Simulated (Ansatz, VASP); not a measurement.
**Hf3Si2N: VASP beside Ansatz**

```xyz
6
Lattice="2.9468 0.0000 0.0000 0.0000 6.3379 0.0000 0.0000 0.0000 7.9091" Properties=species:S:1:pos:R:3 pbc="T T T"
Hf    0.0000    3.1689    5.4234
Hf    0.0000    3.1689    2.4857
Hf    1.4734    3.1689    0.0000
Si    0.0000    5.2344    0.0000
Si    0.0000    1.1034    0.0000
N     1.4734    0.0000    3.9545
```

Alike in both runs: task relaxation of cell and atoms; functional PBE; k mesh 12 × 6 × 6; occupations gaussian, width 0.1 eV; no spin polarisation.

```csv
,VASP,Ansatz
version,VASP 6.6.1,Ansatz 0.2.0
potentials or method,"VASP PAW PBE potentials, release 64 (Hf_pv, Si, N), cutoff 600 eV","scalar-relativistic, plane waves, PAW"
valence electrons in the cell,43,91
```

|  | VASP | Ansatz | Ansatz less VASP |
| --- | --- | --- | --- |
| gap on the k mesh at the Fermi level, each at its own relaxed structure (eV) | none | none | - |
| relaxed volume (Å³/atom) | 24.55 | 24.60 | +0.054 |
| relaxed length of the cell vector where the two differ most in proportion (Å) | 7.857 | 7.876 | +0.0186 |

A gap of «none» marks a metal or a gap that the smearing closes. VASP's potentials hold 43 valence electrons a cell and Ansatz's 91, so a difference there can come from the potentials and not from the codes.

Neither program's run includes spin-orbit coupling.
